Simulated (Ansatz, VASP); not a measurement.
One calculation of C, two programs

Contents of INCAR:

```
ALGO = Normal
EDIFF = 1E-7
ENCUT = 520
GGA = PS
ISIF = 2
ISMEAR = 0
IVDW = 12
LASPH = True
LCHARG = True
LELF = True
LREAL = False
LVHAR = True
LWAVE = False
NBANDS = 11
NELM = 100
PREC = Accurate
SIGMA = 0.05
```

KPOINTS

```
k-points
0
Gamma
  15 15 15
```

POSCAR

```
C
1.0
    1.2291305633      0.7096388616      3.2835658809
   -1.2291305633      0.7096388616      3.2835658809
    0.0000000000     -1.4192777231      3.2835658809
C
2
Direct
    0.1648548058      0.1648548058      0.1507631311
    0.8351451942      0.8351451942      0.8492368689
```

Input for Ansatz:

```yaml
crystal:
  lattice:
    - [1.2291305633, 0.7096388616, 3.2835658809]
    - [-1.2291305633, 0.7096388616, 3.2835658809]
    - [0.0, -1.4192777231, 3.2835658809]
  atoms:
    - { symbol: C, position: [0.1648548058, 0.1648548058, 0.1507631311] }
    - { symbol: C, position: [0.8351451942, 0.8351451942, 0.8492368689] }
basis:
  ecutwfc: 520.0
kpoints:
  mp_grid: { grid: [15, 15, 15] }
hamiltonian:
  xc: pbesol
  dispersion: d3bj
scf:
  occupations: { method: gaussian, width: 0.05 }
output:
  forces: true
  stress: true
  eigenvalues: true
```

Change from the starting cell: mode 4 frozen in at -0.063 Å and mode 6 at +0.020 Å (largest displacements).

Alike in both runs: task single point; functional PBEsol; dispersion D3(BJ); k mesh 15 × 15 × 15; occupations gaussian, width 0.05 eV; no spin polarisation.

|  | VASP | Ansatz |
| --- | --- | --- |
| version | VASP 6.6.1 | Ansatz 0.2.0 |
| potentials or method | VASP PAW PBE potentials, release 64 (C), cutoff 520 eV | scalar-relativistic, plane waves, PAW |
| valence electrons in the cell | 8 | 8 |

Ansatz gave:

```
gap on the k mesh at the Fermi level (eV)                     : 0.50
least direct gap on the mesh (eV)                             : 0.58
pressure (GPa)                                                : -0.4
traceless stress, the component that is largest in VASP (GPa) : 5.56
rms of the force components (eV/Å)                            : 1.677
```

Task: Estimate VASP's values.

Result: gap on the k mesh at the Fermi level (eV): 0.51; least direct gap on the mesh (eV): 0.58; pressure (GPa): 0.3; traceless stress, the component that is largest in VASP (GPa): 6.04; rms of the force components (eV/Å): 1.675.

VASP's potentials were made for PBE, not for PBEsol. Atom by atom the forces differ by 0.007 eV/Å (rms over components).
